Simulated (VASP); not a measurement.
The system is Os.

```xyz
1
Lattice="2.7065 0.0000 0.0000 -1.3533 2.3439 0.0000 0.0000 0.0000 2.4855" Properties=species:S:1:pos:R:3 pbc="T T T"
Os    0.0000    0.0000    0.0000
```

This isn't the form of Os at room conditions, which is hcp.

```yaml
Program: VASP 6.6.1
Task: relaxation of cell and atoms
Functional: PBE
Potentials_or_basis: VASP PAW PBE potentials, release 64 (Os)
Cutoff: 600 eV
k_mesh: 18 × 18 × 16
Occupations: gaussian, width 0.1 eV
Spin: no spin polarisation
```

At the start: pressure 0.2 GPa; volume 15.77 Å³/atom.

Where does the relaxation end?

Over 10 steps the energy falls by 12.4 meV/atom and the volume is 15.79 Å³/atom (+0.1 %); space group P6/mmm (No. 191, to 0.1 Å) before and after.

The path:
```tsv
step	energy change (eV)	largest force (eV/Å)	pressure (GPa)	volume (Å³)
1	0.0000	0.0000	0.23	15.77
2	-0.0073	0.0000	-0.99	15.82
3	0.0053	0.0000	-0.20	15.93
4	-0.0118	0.0000	-1.44	15.85
5	-0.0120	0.0000	-1.47	15.86
6	-0.0120	0.0000	-1.46	15.86
7	-0.0039	0.0000	6.88	15.49
8	-0.0123	0.0000	-0.19	15.80
9	-0.0124	0.0000	0.14	15.78
10	-0.0124	0.0000	-0.02	15.79
```

Final structure:
```yaml
crystal:
  lattice:
    - [2.66457, 0.00000, 0.00000]
    - [-1.33229, 2.30759, 0.00000]
    - [0.00000, 0.00000, 2.56745]
  atoms:
    - { symbol: Os, position: [0.00000, 0.00000, 0.00000] }
```
